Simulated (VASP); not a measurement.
# C (P6_3/mmc) in VASP: further runs, part 2 of 2

VASP 6.6.1. Earlier steps stand in the parts before.

## Step 3: Single point, r2SCAN (strained cell)

POSCAR reads:

```
C
1.0
    2.5033890674      0.0000000000      0.0000000000
   -1.2516945337      2.1679985279      0.0000000000
    0.0000000000      0.0000000000      4.1271665148
C
4
Direct
    0.3333333333      0.6666666667     -0.0002547465
    0.6666666667      0.3333333333      0.4997452535
    0.3333333333      0.6666666667      0.3742547465
    0.6666666667      0.3333333333      0.8742547465
```

INCAR.step1 reads:

```
SYSTEM = C
  PREC = Accurate
  ENCUT = 520
  ISMEAR = 0
  SIGMA = 0.02
  LREAL = .FALSE.
  LASPH = .TRUE.
  NELM = 60
  NBANDS = 16
  GGA = PE
  ALGO = Normal
  EDIFF = 1E-4
  LWAVE = .TRUE.
  LCHARG = .FALSE.
```

INCAR.step2 reads:

```
SYSTEM = C
  PREC = Accurate
  ENCUT = 520
  EDIFF = 1E-6
  ISMEAR = 0
  SIGMA = 0.02
  LREAL = .FALSE.
  LASPH = .TRUE.
  NELM = 60
  ALGO = Normal
  ISIF = 2
  LWAVE = .FALSE.
  LCHARG = .TRUE.
  METAGGA = R2SCAN
  LMIXTAU = .TRUE.
  LELF = .TRUE.
  LVHAR = .TRUE.
  NBANDS = 16
  ISTART = 1
```

KPOINTS reads:

```
Automatic mesh
0
G
  9 9 6
  0 0 0
```

Potentials or basis: VASP PAW PBE potentials, release 64 (C).

Launch:

```console
cat potpaw_PBE.64/C/POTCAR > POTCAR
cp INCAR.step1 INCAR
mpirun -np 1 vasp_std > vasp.out
cp INCAR.step2 INCAR
mpirun -np 1 vasp_std > vasp.out
```

OUTCAR:

```text
SYSTEM = C
   PREC = Accurate
   ENCUT = 520
   EDIFF = 1E-6
   ISMEAR = 0
   LREAL = .FALSE.
   LASPH = .TRUE.
   NELM = 60
   ISIF = 2
   METAGGA = R2SCAN
   ISTART = 1

 ion  position               nearest neighbor table
   1  0.333  0.667  1.000-   4 1.54   4 1.54   4 1.54   3 1.55
   2  0.667  0.333  0.500-   3 1.54   3 1.54   3 1.54   4 1.55
   3  0.333  0.667  0.374-   2 1.54   2 1.54   2 1.54   1 1.55
   4  0.667  0.333  0.874-   1 1.54   1 1.54   1 1.54   2 1.55

  LATTYP: Found a hexagonal cell.
 ALAT       =     2.5033890674
 C/A-ratio  =     1.6486316764

  Lattice vectors:

 A1 = (   2.5033890674,   0.0000000000,   0.0000000000)
 A2 = (  -1.2516945337,   2.1679985279,   0.0000000000)
 A3 = (   0.0000000000,   0.0000000000,   4.1271665148)

Analysis of symmetry for initial positions (statically):
=====================================================================
 Subroutine PRICEL returns:
 Original cell was already a primitive cell.

 Routine SETGRP: Setting up the symmetry group for a
 hexagonal supercell.

 Subroutine GETGRP returns: Found 24 space group operations
 (whereof  6 operations were pure point group operations)
 out of a pool of 24 trial point group operations.

The static configuration has the point symmetry C_3v.
 The point group associated with its full space group is D_6h.

Analysis of symmetry for dynamics (positions and initial velocities):
=====================================================================
 Subroutine PRICEL returns:
 Original cell was already a primitive cell.

 Routine SETGRP: Setting up the symmetry group for a
 hexagonal supercell.

 Subroutine GETGRP returns: Found 24 space group operations
 (whereof  6 operations were pure point group operations)
 out of a pool of 24 trial point group operations.

[... 123 lines left out ...]
   IMIX   =      4    mixing-type and parameters
     AMIX     =   0.40;   BMIX     =  1.00
     AMIX_MAG =   1.60;   BMIX_MAG =  1.00
  volume/ion in A,a.u.               =       5.60        37.79
  Fermi-wavevector in a.u.,A,eV,Ry     =   1.463418  2.765459 29.138130  2.141592
  Thomas-Fermi vector in A             =   2.579515
   LORBIT       =      0    0 simple, 1 ext, 2 COOP (PROOUT), +10 PAW based schemes
   METAGGA = R2SCAN    functional components
   LHFCALC =     F    Hartree Fock is set to
   AEXX    =    0.0000 exact exchange contribution
   IVDW    =     0    specifies the selected vdW correction
   LEPSILON=     F    determine dielectric tensor
   LRPA    =     F    only Hartree local field effects (RPA)
 non-spin polarized calculation
 Gauss-broadening in eV      SIGMA  =   0.02
  energy-cutoff  :      520.00
  volume of cell :       22.40
 maximum number of plane-waves:       616
 NGX is ok and might be reduce to    20
   NGX =  9   NGY =  9   NGZ = 15

 number of electron      16.0000000 magnetization

 Free energy of the ion-electron system (eV)
  ---------------------------------------------------
  ext. energy  EPLUGINS =         0.00000000
  ---------------------------------------------------
  free energy    TOTEN  =       -39.19244926 eV

  energy without entropy =      -39.19244926  energy(sigma->0) =      -39.19244926

 E-fermi :  10.3507     XC(G=0): -14.3204

 val. band max:       10.2219624440   @ k =   0.0000   0.0000   0.0000
 cond. band min:      13.7543574729   @ k =   0.3333   0.3333   0.0000
 fundamental gap:      3.5323950289
 Fermi energy:        10.3506664570

 k-point     1 :       0.0000    0.0000    0.0000
  band No.  band energies     occupation
      1     -12.9949      2.00000
      2      -7.0398      2.00000
      3      -4.3210      2.00000
      4       6.7936      2.00000
      5       6.7936      2.00000
      6       9.6992      2.00000
[... 433 lines left out ...]
      3      -1.3670      2.00000
      4      -1.0815      2.00000
      5      -1.0815      2.00000
      6       2.3531      2.00000
[... 8 lines left out ...]
     15      26.6726      0.00000
     16      26.6726      0.00000

 [... further k-points ...]

------------------------ aborting loop because EDIFF is reached ----------------------------------------

  FORCE on cell =-STRESS in cart. coord.  units (eV):
  Direction    XX          YY          ZZ          XY          YZ          ZX
  --------------------------------------------------------------------------------------
  -------------------------------------------------------------------------------------
  Total        0.1545412      0.1545412      2.1226753     -0.0000000      0.0000000      0.0000000
  in kB       11.0538988     11.0538988    151.8290291     -0.0000000      0.0000000      0.0000000
  external PRESSURE =      57.9789422 kB  Pullay stress =       0.0000000 kB

 VOLUME and BASIS-vectors are now :
 -----------------------------------------------------------------------------
  energy-cutoff  :      520.00
  volume of cell :       22.40
      direct lattice vectors                 reciprocal lattice vectors
     2.503389067  0.000000000  0.000000000     0.399458483  0.230627463  0.000000000
    -1.251694534  2.167998528  0.000000000     0.000000000  0.461254926  0.000000000
     0.000000000  0.000000000  4.127166515     0.000000000  0.000000000  0.242296984

 POSITION                                       TOTAL-FORCE (eV/Angst)
 -----------------------------------------------------------------------------------
     -0.00000      1.44533      4.12612         0.000000      0.000000      0.005075
      1.25169      0.72267      2.06253        -0.000000     -0.000000      0.005075
     -0.00000      1.44533      1.54461         0.000000      0.000000     -0.005075
      1.25169      0.72267      3.60819        -0.000000     -0.000000     -0.005075
 -----------------------------------------------------------------------------------
    total drift:                               -0.000000      0.000000      0.000001

  FREE ENERGIE OF THE ION-ELECTRON SYSTEM (eV)
  ---------------------------------------------------
  free  energy   TOTEN  =       -39.1924492570 eV

  energy  without entropy=      -39.1924492570  energy(sigma->0) =      -39.19244926
```

Wall time 31 s (1 thread of Intel Xeon 6975P-C (Granite Rapids), shared host); peak memory 0.13 GiB.

What came out:

- Free energy: -39.1924 eV
- Pressure: 5.8 GPa
- Largest force: 0.005 eV/Å
- Band gap on the k mesh: 3.53 eV, indirect (least direct gap 5.07 eV)

Forces on the atoms (eV/Å):
```
C    0.000  0.000  0.005
C    0.000  0.000  0.005
C    0.000  0.000 -0.005
C    0.000  0.000 -0.005
```

Stress tensor (GPa, compression positive):
```
 1.11  0.00  0.00
 0.00  1.11  0.00
 0.00  0.00 15.18
```

Caveat: the cell differs from its parent crystal (strained cell); the PAW data sets were made with another functional, which shifts forces and pressure a little.
